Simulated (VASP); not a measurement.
Set up this calculation in VASP 6.6.1, as the native input.

```
Task                   : single point
Functional             : LDA
Potentials or basis    : VASP PAW LDA potentials, release 64 (Hf_pv, C)
Cutoff                 : 520 eV
k mesh                 : 14 × 14 × 14
Occupations            : fermi-dirac, width 0.03 eV
Spin                   : collinear spin
Starting moments       : [0.6, 0.0] μB
Dipole correction      : no
Further INCAR settings : ALGO = Normal; EDIFF = 1e-06; NBANDS = 18
```

The structure of HfC lies in POSCAR:

```
HfC
1.0
    0.0000000000      2.3250000000      2.3250000000
    2.3250000000      0.0000000000      2.3250000000
    2.3250000000      2.3250000000      0.0000000000
Hf C
1 1
Direct
    0.5000000000      0.5000000000      0.5000000000
    0.0000000000      0.0000000000      0.0000000000
```

One way to write it, as run:

INCAR

```
PREC = Accurate ; ENCUT = 520
EDIFF = 1E-6 ; ISMEAR = -1
SIGMA = 0.03 ; LREAL = False
LASPH = True ; NELM = 150
ALGO = Normal ; ISIF = 2
LWAVE = False ; LCHARG = True
ISPIN = 2 ; MAGMOM = 0.6 0
LORBIT = 11 ; LMAXMIX = 4
LELF = True ; LVHAR = True
NBANDS = 18
```

KPOINTS

```
regular mesh
0
Gamma
  14 14 14
```

Potentials or basis: VASP PAW LDA potentials, release 64 (Hf_pv, C).

The run is started by

```console
$ cat potpaw_LDA.64/Hf_pv/POTCAR potpaw_LDA.64/C/POTCAR > POTCAR
$ mpirun -np 1 vasp_std > vasp.out
```

It gave:

```
Pressure                                              : -11.6 GPa
Band gap on the k mesh                                : zero (filled and empty bands overlap)
Net moment                                            : 0.00 μB per cell
Valence electrons inside the program's atomic spheres : Hf 8.63; C 2.37
```

Caveat: the cell stands under tension; spin-orbit coupling is left out, which moves the levels of the heavy elements.

It took 74 s on 1 thread of Intel Xeon 8259CL, on a shared host, peak memory 0.19 GiB.
